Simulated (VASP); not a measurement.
The system is GaN.

```
Ga N
1.0
     3.18000    0.00000    0.00000
    -1.59000    2.75396    0.00000
     0.00000    0.00000    5.16600
Ga N
2 2
Direct
  0.66667 0.33333 0.50000
  0.33333 0.66667 0.00000
  0.66667 0.33333 0.87500
  0.33333 0.66667 0.37500
```

- Program: VASP 6.6.1
- Task: relaxation of cell and atoms
- Functional: SVWN5
- Potentials or basis: VASP PAW PBE potentials, release 64 (Ga_d, N)
- Cutoff: 600 eV
- k mesh: 10 × 10 × 5
- Occupations: fermi-dirac, width 0.05 eV
- Spin: no spin polarisation

At the start: pressure -4.6 GPa; volume 11.31 Å³/atom.

Problem. Where does the relaxation end?

Solution. Over 4 steps the energy falls by 4.4 meV/atom and the volume is 11.04 Å³/atom (-2.4 %); space group P6_3mc (No. 186, to 0.1 Å) before and after.

Step by step:
```tsv
step	energy change (eV)	largest force (eV/Å)	pressure (GPa)	volume (Å³)
1	0.0000	0.1260	-4.62	45.24
2	0.0000	0.1187	5.10	43.14
3	-0.0175	0.0113	-0.01	44.17
4	-0.0175	0.0088	0.11	44.15
```

Final structure:
```cif
data_structure
_symmetry_space_group_name_H-M 'P 1'
_symmetry_Int_Tables_number 1
_cell_length_a 3.1501
_cell_length_b 3.1501
_cell_length_c 5.1371
_cell_angle_alpha 90.000
_cell_angle_beta 90.000
_cell_angle_gamma 120.000
_cell_volume 44.15
loop_
_atom_site_label
_atom_site_type_symbol
_atom_site_fract_x
_atom_site_fract_y
_atom_site_fract_z
_atom_site_occupancy
Ga1 Ga 0.66667 0.33333 0.49940 1
Ga2 Ga 0.33333 0.66667 0.99940 1
N1 N 0.66667 0.33333 0.87560 1
N2 N 0.33333 0.66667 0.37560 1
```

Caveat: the PAW data sets were made with another functional, which shifts forces and pressure a little.
